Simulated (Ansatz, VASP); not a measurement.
## One calculation of NaCl, two programs

```
CELL_PARAMETERS angstrom
0.00000 2.71848 2.83175
2.71848 0.00000 2.83175
2.71848 2.71848 0.00000
ATOMIC_POSITIONS crystal
Na 0.00000 0.00000 0.00000
Cl 0.50000 0.50000 0.50000
```

Change from the starting cell: strain -0.040 along x and y, +0.000 along z, atoms carried along.

Alike in both runs: task single point; functional PBE; k mesh 8 × 8 × 8; occupations gaussian, width 0.05 eV; no spin polarisation.

```csv
,VASP,Ansatz
version,VASP 6.6.1,Ansatz 0.2.0
potentials or method,"VASP PAW PBE potentials, release 64 (Na_pv, Cl), cutoff 520 eV","scalar-relativistic, plane waves, PAW"
valence electrons in the cell,14,16
```

```csv
,VASP,Ansatz,Ansatz less VASP
gap on the k mesh at the Fermi level (eV),5.37,5.37,0.000
least direct gap on the mesh (eV),5.37,5.37,0.000
pressure (GPa),3.0,3.1,+0.02
"traceless stress, the component that is largest in VASP (GPa)",-1.57,-1.55,+0.013
```

VASP's potentials hold 14 valence electrons a cell and Ansatz's 16, so a difference there can come from the potentials and not from the codes.
